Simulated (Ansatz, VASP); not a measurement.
# In3As2 in VASP and in Ansatz

```
CELL_PARAMETERS angstrom
3.68130 2.12540 6.17039
-3.68130 2.12540 6.17039
0.00000 -4.25080 6.17039
ATOMIC_POSITIONS crystal
In 0.03536 0.46464 0.75000
In 0.75000 0.03536 0.46464
In 0.46464 0.75000 0.03536
In 0.96464 0.53536 0.25000
In 0.25000 0.96464 0.53536
In 0.53536 0.25000 0.96464
As 0.86282 0.86282 0.86282
As 0.63718 0.63718 0.63718
As 0.13718 0.13718 0.13718
As 0.36282 0.36282 0.36282
```

Alike in both runs: functional PBE; k mesh 6 × 6 × 6; occupations gaussian, width 0.1 eV; no spin polarisation.

Ansatz relaxed the structure, and its values are those at the end. VASP's run is a single point on that final structure, the one shown.

|  | VASP | Ansatz |
| --- | --- | --- |
| version | VASP 6.6.1 | Ansatz 0.2.0 |
| potentials or method | VASP PAW PBE potentials, release 64 (In_d, As), cutoff 520 eV | scalar-relativistic, plane waves, PAW |
| valence electrons in the cell | 98 | 138 |

|  | VASP | Ansatz | Ansatz less VASP |
| --- | --- | --- | --- |
| gap on the k mesh at the Fermi level (eV) | none | none | - |
| pressure (GPa) | 0.0 | 0.0 | -0.01 |

A gap of «none» marks a metal or a gap that the smearing closes. With one functional, cell and mesh, what is left measures potentials, basis and numerics. VASP's potentials hold 98 valence electrons a cell and Ansatz's 138, so a difference there can come from the potentials and not from the codes.
